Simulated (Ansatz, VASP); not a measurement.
# AlN: VASP beside Ansatz

```
CELL_PARAMETERS angstrom
0.00000 2.00514 2.00514
2.00514 0.00000 2.00514
2.00514 2.00514 0.00000
ATOMIC_POSITIONS crystal
Al 0.50000 0.50000 0.50000
N 0.00000 0.00000 0.00000
```

Alike in both runs: functional LDA; k mesh 10 × 10 × 10; occupations gaussian, width 0.02 eV; no spin polarisation.

Ansatz relaxed the structure, and its values are those at the end. VASP's run is a single point on that final structure, the one shown.

|  | VASP | Ansatz |
| --- | --- | --- |
| version | VASP 6.6.1 | Ansatz 0.2.0 |
| potentials or method | VASP PAW LDA potentials, release 64 (Al, N), cutoff 600 eV | scalar-relativistic, plane waves, PAW |
| valence electrons in the cell | 8 | 8 |

|  | VASP | Ansatz | Ansatz less VASP |
| --- | --- | --- | --- |
| gap on the k mesh at the Fermi level (eV) | 4.70 | 4.71 | +0.011 |
| least direct gap on the mesh (eV) | 6.13 | 6.11 | -0.020 |
| pressure (GPa) | 0.7 | 0.0 | -0.67 |

Ansatz warns that its potentials were made for another functional, while VASP's fit it. LDA's correlation is that of Perdew and Zunger in VASP and of Perdew and Wang (1992) in Ansatz.
